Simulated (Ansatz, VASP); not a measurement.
## Sn2TeAs2: VASP beside Ansatz

```
Sn Te As
1.0
     3.06177   -3.25188    0.00000
     3.06177    3.25188    0.00000
     0.00000    0.00000    8.47181
Sn Te As
2 1 2
Cartesian
  1.5309 1.6259 1.7770
  1.5309 -1.6259 6.6948
  3.0618 0.0000 0.0000
  0.0000 0.0000 4.2359
  0.0000 0.0000 0.0000
```

Alike in both runs: task relaxation of cell and atoms; functional PBE; k mesh 4 × 4 × 2; occupations gaussian, width 0.2 eV; no spin polarisation.

|  | VASP | Ansatz |
| --- | --- | --- |
| version | VASP 6.6.1 | Ansatz 0.2.0 |
| potentials or method | VASP PAW PBE potentials, release 64 (Sn_d, Te, As), cutoff 600 eV | scalar-relativistic, plane waves, PAW |
| valence electrons in the cell | 44 | 74 |

```csv
,VASP,Ansatz,Ansatz less VASP
"gap on the k mesh at the Fermi level, each at its own relaxed structure (eV)",none,none,-
relaxed volume (Å³/atom),30.65,30.55,-0.107
relaxed length of the cell vector where the two differ most in proportion (Å),9.067,9.041,-0.0260
```

A gap of «none» marks a metal or a gap that the smearing closes. VASP's potentials hold 44 valence electrons a cell and Ansatz's 74, so a difference there can come from the potentials and not from the codes.

The k mesh is coarse, so the values compare programs but aren't converged. Neither program's run includes spin-orbit coupling.
